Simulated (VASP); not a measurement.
A run of VASP 6.6.1:

The input INCAR:

```
PREC = Accurate
ENCUT = 520
EDIFF = 1E-8
ISMEAR = -1
SIGMA = 0.05
LREAL = False
LASPH = True
NELM = 100
ALGO = Normal
ISIF = 2
LWAVE = False
LCHARG = False
GGA = PE
LEFG = True
NBANDS = 11
```

The input KPOINTS:

```
regular mesh
0
Gamma
  11 11 11
```

File POSCAR:

```
BeTe
1.0
    0.0000000000      2.7230417758      2.7230417758
    2.7230417758      0.0000000000      2.7230417758
    2.7230417758      2.7230417758      0.0000000000
Be Te
1 1
Direct
    0.0000000000      0.0000000000      0.0000000000
    0.7500000000      0.7500000000      0.7500000000
```

Potentials or basis: VASP PAW PBE potentials, release 64 (Be, Te).

Run with:

```console
$ cat potpaw_PBE.64/Be/POTCAR potpaw_PBE.64/Te/POTCAR > POTCAR
$ mpirun -np 1 vasp_std > vasp.out
```

Hardware: 1 thread of AMD EPYC 7R13, with other jobs on the host.

Problem. How long does it take, and how much memory?

Solution. Wall time 52 s on 1 thread of AMD EPYC 7R13, on a shared host, peak memory 0.15 GiB. Counts: scf iterations 17, k points 56.
